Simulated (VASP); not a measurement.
Input of a VASP 6.6.1 run:

INCAR

```
PREC     = Accurate       # precision mode
ENCUT    = 520            # plane-wave cutoff, eV
EDIFF    = 1E-6           # SCF threshold, eV
ISMEAR   = 0              # smearing method
SIGMA    = 0.02           # smearing width, eV
LREAL    = False          # projectors in reciprocal space
LASPH    = True           # aspherical terms in the spheres
NELM     = 100            # most SCF steps
ALGO     = Normal         # electronic algorithm
ISIF     = 2              # what is computed and relaxed
LWAVE    = False          # write WAVECAR
LCHARG   = False          # write CHGCAR
GGA      = PE             # functional
NBANDS   = 28             # bands
```

Contents of KPOINTS:

```
regular mesh
0
Gamma
  6 6 6
```

POSCAR

```
BaTiO3
1.0
    2.8095506270      1.6220948108      2.2998787403
   -2.8095506270      1.6220948108      2.2998787403
    0.0000000000     -3.2441896216      2.2998787403
Ba Ti O
1 1 3
Direct
    0.0006074076      0.0006074076      0.0006074076
    0.5106206221      0.5106206221      0.5106206221
    0.4907098037      0.4907098037      0.9860524129
    0.4907098037      0.9860524129      0.4907098037
    0.9860524129      0.4907098037      0.4907098037
```

Potentials or basis: VASP PAW PBE potentials, release 64 (Ba_sv, Ti_sv, O).

Launch:

```bash
$ cat potpaw_PBE.64/Ba_sv/POTCAR potpaw_PBE.64/Ti_sv/POTCAR potpaw_PBE.64/O/POTCAR > POTCAR
$ mpirun -np 1 vasp_std > vasp.out
```

Predict the band gap on the k mesh.

2.19 eV (least direct gap 2.48 eV).

What does it give for the pressure?

9.3 GPa.

What does it give for the largest force?

0.054 eV/Å.

Forces in eV/Å, atoms in the order of the input:
```
Ba   0.000  0.000 -0.031
Ti   0.000  0.000 -0.054
O    0.000 -0.021  0.029
O   -0.018  0.010  0.029
O    0.018  0.010  0.029
```

Caveat: the cell stands under pressure; spin-orbit coupling is left out, which moves the levels of the heavy elements. A k mesh can miss the band edges.
